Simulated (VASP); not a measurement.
Here is a VASP 6.6.1 calculation.

INCAR

```
  PREC = Accurate
  ENCUT = 600
  EDIFF = 1E-6
  ISMEAR = -1
  SIGMA = 0.1
  LREAL = False
  LASPH = True
  NELM = 100
  ALGO = Normal
  ISIF = 3
  LWAVE = False
  LCHARG = False
  GGA = RP
  IBRION = 2
  NSW = 60
  EDIFFG = -0.01
```

Contents of KPOINTS:

```
Automatic mesh
0
Gamma
  5 5 3
```

POSCAR

```
ZrReH
1.0
    3.4363944900      0.0000000000      0.0000000000
    0.0000000000      3.4363944900      0.0000000000
    0.0000000000      0.0000000000      6.6432233600
Zr H Re
2 2 2
Direct
    0.0000000000      0.5000000000      0.2000000000
    0.5000000000      0.0000000000      0.8000000000
    0.0000000000      0.0000000000      0.0000000000
    0.5000000000      0.5000000000      0.0000000000
    0.0000000000      0.5000000000      0.7000000000
    0.5000000000      0.0000000000      0.3000000000
```

Potentials or basis: VASP PAW PBE potentials, release 64 (Zr_sv, H, Re).

Command:

```sh
$ cat potpaw_PBE.64/Zr_sv/POTCAR potpaw_PBE.64/H/POTCAR potpaw_PBE.64/Re/POTCAR > POTCAR
$ mpirun -np 1 vasp_std > vasp.out
```

Q: Predict the relaxed volume.

A: 13.49 Å³/atom.

Q: Predict the relaxed cell.

A: a = 3.161 Å, b = 3.161 Å, c = 8.103 Å, α = 90.00°, β = 90.00°, γ = 90.00°.

Step by step:
| step | energy change (eV) | largest force (eV/Å) | pressure (GPa) | volume (Å³) |
| --- | --- | --- | --- | --- |
| 1 | 0.0000 | 3.7815 | 24.25 | 78.45 |
| 2 | -0.9799 | 0.6630 | -22.46 | 102.25 |
| 3 | -1.8896 | 1.7051 | -9.74 | 90.97 |
| 4 | -2.7388 | 1.8047 | -4.27 | 84.11 |
| 5 | -2.9751 | 1.8554 | 6.81 | 77.67 |
| 6 | -3.5988 | 1.6185 | 4.61 | 78.33 |
| 7 | -2.3460 | 6.1572 | 19.61 | 80.32 |
| 8 | -3.8962 | 0.9299 | 5.14 | 78.79 |
| 9 | -3.9221 | 1.2858 | 8.51 | 79.39 |
| 10 | -3.9895 | 0.8352 | 6.26 | 79.07 |
| 11 | -4.4315 | 0.7788 | -5.81 | 85.57 |
| 12 | -4.4466 | 0.5676 | -4.42 | 84.47 |
| 13 | -4.7040 | 1.1789 | 3.11 | 80.86 |
| 14 | -4.7345 | 1.7612 | 8.08 | 79.02 |
| 15 | -4.8661 | 1.9492 | 7.90 | 78.97 |
| 16 | -5.3622 | 2.5060 | 7.59 | 78.63 |
| 17 | -6.3947 | 1.6486 | 9.51 | 77.05 |
| 18 | -4.7974 | 2.7116 | 29.86 | 70.80 |
| 19 | -6.5762 | 0.9184 | 13.39 | 75.44 |
| 20 | -6.6853 | 1.4770 | -3.02 | 81.42 |
| 21 | -6.7360 | 1.3017 | 2.36 | 79.20 |
| 22 | -6.8323 | 0.7778 | 1.25 | 79.89 |
| 23 | -6.8806 | 0.2094 | 0.02 | 80.91 |
| 24 | -6.8811 | 0.2184 | 0.11 | 80.81 |
| 25 | -6.8834 | 0.1286 | 0.05 | 80.88 |
| 26 | -6.8846 | 0.0209 | -0.07 | 80.97 |
| 27 | -6.8846 | 0.0210 | -0.08 | 80.98 |
| 28 | -6.8847 | 0.0065 | 0.08 | 80.92 |
| 29 | -6.8847 | 0.0054 | 0.10 | 80.93 |
| 30 | -6.8847 | 0.0072 | 0.08 | 80.93 |
| 31 | -6.8847 | 0.0095 | 0.03 | 80.94 |

Caveat: the k points lie up to 0.40 Å⁻¹ apart in the final cell; the PAW data sets were made with another functional, which shifts forces and pressure a little.
